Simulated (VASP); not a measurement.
Here is a VASP 6.6.1 calculation.

INCAR

```
PREC = Accurate
ENCUT = 520
EDIFF = 1E-6
ISMEAR = 0
SIGMA = 0.2
LREAL = F
LASPH = T
NELM = 80
ALGO = Normal
ISIF = 2
LWAVE = F
LCHARG = T
GGA = PE
LELF = T
LVHAR = T
NBANDS = 40
```

File KPOINTS:

```
Automatic mesh
0
Gamma
  8 8 2
```

The input POSCAR:

```
Nb3C5
1.0
    3.0231781540     -0.0001946278      0.0000074232
    0.0001137920      3.1205262535      0.0014827554
    0.0013570694      0.0006715174      9.1393718690
Nb C
3 5
Direct
    0.3125976308      0.5003755334      0.2292998062
    0.3124001802      0.4996006378      0.7706701996
    1.3124823786      0.9999945247      0.4999992229
   -0.1873476416      0.0005023149      0.1468789855
    0.8124011430      0.4998790722      0.5844015645
    0.8125771768      0.5001152255      0.4155933322
   -0.1876108650     -0.0005102824      0.8531450120
   -0.1875000028      0.0000429741      0.0000118770
```

Potentials or basis: VASP PAW PBE potentials, release 64 (Nb_sv, C).

Run with:

```bash
$ cat potpaw_PBE.64/Nb_sv/POTCAR potpaw_PBE.64/C/POTCAR > POTCAR
$ mpirun -np 1 vasp_std > vasp.out
```

Q: Estimate the largest force.

A: 0.068 eV/Å.

Q: What does it give for the pressure?

A: -0.3 GPa.

Stress tensor (GPa, compression positive):
```
-0.41  0.01  0.00
 0.01 -0.42 -0.02
 0.00 -0.02 -0.10
```
